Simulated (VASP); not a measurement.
**HfO2: single point with PBE**

The system is HfO2.

```
CELL_PARAMETERS angstrom
-3.60484 -3.60484 0.00000
0.00000 0.00000 5.23992
-3.60484 7.20968 0.00000
ATOMIC_POSITIONS crystal
Hf 0.16701 0.50331 0.33225
Hf 0.83238 0.50589 0.66345
Hf 0.49847 0.49640 0.99738
Hf 0.66784 0.00218 0.33764
Hf 0.33575 0.99744 0.66635
Hf 0.99726 0.99178 0.00057
O 0.50187 0.68463 0.48907
O 0.17147 0.67794 0.83957
O 0.83097 0.69224 0.16831
O 0.33417 0.79134 0.17578
O 0.99358 0.82293 0.49965
O 0.65583 0.83887 0.82924
O 0.34204 0.29460 0.18766
O 0.02298 0.30865 0.50459
O 0.64184 0.31073 0.82186
O 0.53073 0.18541 0.50530
O 0.15248 0.21078 0.83451
O 0.83636 0.21538 0.17097
```

This cell differs from its parent crystal: dynamics (nve) at 1200 K, volume x 1.04, from the last frame before.

```json
{
  "Program": "VASP 6.6.1",
  "Task": "single point",
  "Functional": "PBE",
  "Potentials or basis": "VASP PAW PBE potentials, release 64 (Hf_pv, O)",
  "Cutoff": "520 eV",
  "k mesh": "2 × 2 × 2, shifted",
  "Occupations": "fermi-dirac, width 0.1034 eV",
  "Spin": "no spin polarisation",
  "Dipole correction": "no",
  "Further INCAR settings": "LREAL = Auto; ALGO = Normal; EDIFF = 1e-06; NBANDS = 81; ISYM = -1"
}
```

The pressure is 0.3 GPa and the largest force is 2.909 eV/Å. The band gap on the k mesh is 5.01 eV.

Forces in eV/Å, atoms in the order of the input:
```
Hf   0.873 -0.284 -0.312
Hf   0.058 -0.597 -1.410
Hf  -1.202  1.514 -0.981
Hf   1.317 -1.203  0.135
Hf   1.632 -0.026  2.408
Hf  -1.575  0.652  1.069
O   -1.118  0.985  0.664
O    1.130  0.149  1.871
O    0.557 -0.595  0.861
O    1.084 -0.621  0.738
O   -1.285  0.163 -1.257
O   -1.620 -0.118 -2.334
O    0.684 -1.952 -0.078
O   -0.165  0.685  0.519
O   -0.372 -0.002  1.013
O   -0.239  1.742  0.191
O   -0.346  0.240 -1.689
O    0.586 -0.730 -1.408
```

Stress tensor (GPa, compression positive):
```
 4.22 -0.04  1.49
-0.04 -4.04  1.00
 1.49  1.00  0.79
```

Levels at points of the mesh, in eV from the valence-band top:
| k point | band 64 | band 65 | band 66 | band 67 | band 68 | band 69 |
| --- | --- | --- | --- | --- | --- | --- |
| (0.25, 0.25, 0.25) | -0.20 | -0.11 | 0.00 | 5.04 | 5.23 | 5.32 |

Wall time 2.9 min on 1 thread of Intel(R) Xeon(R) Platinum 8488C (Sapphire Rapids), on a shared host, peak memory 0.3 GiB.

Caveat: the stress differs along the axes, from -4 to 4 GPa; the atoms stand as in a frame of molecular dynamics; spin-orbit coupling is left out, which moves the levels of the heavy elements; a shifted mesh leaves out Γ, where band edges can lie; forces of over 1 eV/Å act on the atoms, so gaps and moduli don't describe the material at rest. A k mesh can miss the band edges.
